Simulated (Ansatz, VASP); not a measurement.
## Zr in VASP and in Ansatz

```
Zr
1.0
    -1.84550    1.84550    1.84550
     1.84550   -1.84550    1.84550
     1.84550    1.84550   -1.84550
Zr
1
Direct
  0.00000 0.00000 0.00000
```

Change from the starting cell: volume scaled by 1.06, crystal datasets.

Alike in both runs: task electric field gradients; functional PBE; k mesh 14 × 14 × 14; occupations fermi-dirac, width 0.08 eV; no spin polarisation.

|  | VASP | Ansatz |
| --- | --- | --- |
| version | VASP 6.6.1 | Ansatz 0.2.0 |
| potentials or method | VASP PAW PBE potentials, release 64 (Zr_sv), cutoff 400 eV | all-electron PAW with datasets made for the crystal, scalar-relativistic |

|  | VASP | Ansatz | Ansatz less VASP |
| --- | --- | --- | --- |
| pressure (GPa) | -7.3 | -7.1 | +0.15 |

Ansatz ran all-electron here, and VASP with PAW potentials.
